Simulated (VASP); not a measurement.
Input of a VASP 6.6.1 run:

The input INCAR:

```
PREC     = Accurate       # precision mode
ENCUT    = 520            # plane-wave cutoff, eV
EDIFF    = 1E-6           # SCF threshold, eV
ISMEAR   = -1             # smearing method
SIGMA    = 0.08           # smearing width, eV
LREAL    = False          # projectors in reciprocal space
LASPH    = True           # aspherical terms in the spheres
NELM     = 80             # most SCF steps
ALGO     = Normal         # electronic algorithm
ISIF     = 2              # what is computed and relaxed
LWAVE    = False          # write WAVECAR
LCHARG   = False          # write CHGCAR
GGA      = PE             # functional
NBANDS   = 10             # bands
```

KPOINTS

```
regular mesh
0
Gamma
  8 8 8
```

Contents of POSCAR:

```
Cs
1.0
    4.3412542476      0.0000000000      0.0000000000
    0.0000000000      4.3412542476      0.0000000000
    0.0000000000      0.0000000000      4.3412542476
Cs
1
Direct
    0.0000000000      0.0000000000      0.0000000000
```

Potentials or basis: VASP PAW PBE potentials, release 64 (Cs_sv).

Launch:

```bash
$ cat potpaw_PBE.64/Cs_sv/POTCAR > POTCAR
$ mpirun -np 1 vasp_std > vasp.out
```

Q: Predict the band gap on the k mesh.

A: Zero (an odd number of electrons rules out a gap without spin polarisation).

Q: Predict the pressure.

A: 1.2 GPa.

Caveat: spin-orbit coupling is left out, which moves the levels of the heavy elements.
